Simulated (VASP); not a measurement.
A run of VASP 6.6.1 is set up as follows.

File INCAR:

```
PREC = Accurate ; ENCUT = 600
EDIFF = 1E-7 ; ISMEAR = -1
SIGMA = 0.1 ; LREAL = False
LASPH = True ; NELM = 80
ALGO = Normal ; ISIF = 8
LWAVE = False ; LCHARG = False
GGA = PS ; IBRION = 2
NSW = 80 ; EDIFFG = -0.03
```

KPOINTS

```
regular mesh
0
Gamma
  6 6 3
```

The input POSCAR:

```
SrCa
1.0
    4.1283380000      0.0000000000      0.0000000000
   -2.0641690000      3.5752450000      0.0000000000
    0.0000000000      0.0000000000      6.7887450000
Sr Ca
1 1
Direct
    0.6666666667      0.3333333333      0.5000000000
    0.0000000000      0.0000000000      0.0000000000
```

Potentials or basis: VASP PAW PBE potentials, release 64 (Sr_sv, Ca_sv).

Command:

```console
$ cat potpaw_PBE.64/Sr_sv/POTCAR potpaw_PBE.64/Ca_sv/POTCAR > POTCAR
$ mpirun -np 1 vasp_std > vasp.out
```

(1) Estimate the space group after relaxing (to 0.05 Å).

(2) Estimate the relaxed cell.

(3) What does it give for the relaxed volume?

Results:

(1) P-6m2 (No. 187).

(2) a = 4.029 Å, b = 4.029 Å, c = 6.625 Å, α = 90.00°, β = 90.00°, γ = 120.00°.

(3) 46.56 Å³/atom.

Caveat: the PAW data sets were made with another functional, which shifts forces and pressure a little.
